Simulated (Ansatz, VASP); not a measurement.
# Ti: VASP beside Ansatz

```
Ti
1.0
    -1.43355    1.43355    2.15032
     1.43355   -1.43355    2.15032
     1.43355    1.43355   -2.15032
Ti
1
Direct
  0.00000 0.00000 0.00000
```

Alike in both runs: task single point; functional PBE; k mesh 22 × 22 × 22; occupations gaussian, width 0.15 eV; no spin polarisation.

|  | VASP | Ansatz |
| --- | --- | --- |
| version | VASP 6.6.1 | Ansatz 0.2.0 |
| potentials or method | VASP PAW PBE potentials, release 64 (Ti_sv), cutoff 520 eV | scalar-relativistic, plane waves, PAW |
| valence electrons in the cell | 12 | 12 |

Ansatz gave:

```
gap on the k mesh at the Fermi level (eV)                     : none
pressure (GPa)                                                : -1.7
traceless stress, the component that is largest in VASP (GPa) : -1.30
```

Question: Estimate VASP's values.

Answer: gap on the k mesh at the Fermi level (eV): none; pressure (GPa): -2.0; traceless stress, the component that is largest in VASP (GPa): -1.31.

A gap of «none» marks a metal or a gap that the smearing closes.
